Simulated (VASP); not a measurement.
**PtSe2: single point with r2SCAN**

The system is PtSe2.

```
CELL_PARAMETERS angstrom
3.72865 0.00000 0.00000
-1.86433 3.22911 0.00000
0.00000 0.00000 5.30354
ATOMIC_POSITIONS crystal
Pt 0.00000 0.00000 0.00000
Se 0.33333 0.66667 0.24510
Se 0.66667 0.33333 0.75490
```

This cell differs from its parent crystal: uniaxial z strain +0.5%.

| Quantity | Value |
| --- | --- |
| Program | VASP 6.6.1 |
| Task | single point |
| Functional | r2SCAN |
| Potentials or basis | VASP PAW PBE potentials, release 64 (Pt, Se) |
| Cutoff | 520 eV |
| k mesh | 12 × 12 × 6 |
| Occupations | fermi-dirac, width 0.02 eV |
| Spin | no spin polarisation |
| Dipole correction | no |
| Further INCAR settings | ALGO = Normal; EDIFF = 1e-06; NBANDS = 18 |

```json
{
 "Pressure": "1.3 GPa",
 "Largest force": "0.018 eV/Å",
 "Band gap on the k mesh": "zero (band 11 reaches 5.85 eV, above the bottom of band 12 at 5.83 eV)"
}
```

Forces in eV/Å, atoms in the order of the input:
```
Pt   0.000  0.000  0.000
Se   0.000  0.000 -0.018
Se   0.000  0.000  0.018
```

Levels at points of the mesh, in eV from the Fermi level:
```csv
k point,band 9,band 10,band 11,band 12,band 13,band 14
"(0.00, 0.00, 0.00)",-1.18,-1.18,0.06,1.56,1.56,4.25
"(0.50, 0.00, 0.00)",-3.59,-3.48,-3.13,0.76,2.17,4.82
"(0.00, 0.00, 0.50)",-1.92,-1.50,-1.50,2.19,2.19,5.14
"(0.50, 0.00, 0.50)",-3.39,-2.95,-1.68,1.11,1.56,4.46
```

Run time: 6.7 min on 1 thread of Intel(R) Xeon(R) Platinum 8259CL CPU @ 2.50GHz (Skylake/Cascade Lake) (shared host), peak memory 0.26 GiB.

Caveat: the cell differs from its parent crystal (uniaxial z strain +0.5%); the PAW data sets were made with another functional, which shifts forces and pressure a little; spin-orbit coupling is left out, which moves the levels of the heavy elements.
